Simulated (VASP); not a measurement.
A run of VASP 6.6.1:

INCAR

```
SYSTEM = Ta
PREC     = Accurate       ! precision mode
ENCUT    = 600            ! plane-wave cutoff, eV
EDIFF    = 1E-7           ! SCF threshold, eV
ISMEAR   = -1             ! smearing method
SIGMA    = 0.05           ! smearing width, eV
LREAL    = .FALSE.        ! projectors in reciprocal space
LASPH    = .TRUE.         ! aspherical terms in the spheres
NELM     = 60             ! most SCF steps
ALGO     = Normal         ! electronic algorithm
ISIF     = 3              ! what is computed and relaxed
LWAVE    = .FALSE.        ! write WAVECAR
LCHARG   = .FALSE.        ! write CHGCAR
GGA      = PE             ! functional
IBRION   = 2              ! ionic algorithm
NSW      = 60             ! ionic steps
EDIFFG   = -0.005         ! ionic threshold
PSTRESS  = 2700.0
```

KPOINTS

```
regular mesh
0
G
  9 9 13
  0 0 0
```

The input POSCAR:

```
Ta
1.0
    3.9425423190      0.0000000000      0.0000000000
   -1.9712711595      3.4143418038      0.0000000000
    0.0000000000      0.0000000000      2.4443762378
Ta
3
Direct
    0.0000000000      0.0000000000      0.0000000000
    0.3333333333      0.6666666667      0.5000000000
    0.6666666667      0.3333333333      0.5000000000
```

Potentials or basis: VASP PAW PBE potentials, release 64 (Ta_pv).

Launch:

```sh
$ cat potpaw_PBE.64/Ta_pv/POTCAR > POTCAR
$ mpirun -np 1 vasp_std > vasp.out
```

Hardware: 1 thread of Intel(R) Xeon(R) Platinum 8488C (Sapphire Rapids), with other jobs on the host.

Q: How long does it take, and how much memory?

A: It took 5.1 min on 1 thread of Intel(R) Xeon(R) Platinum 8488C (Sapphire Rapids) (shared host), peak memory 0.2 GiB. Counts: scf iterations 105, k points 84, ion steps 15.
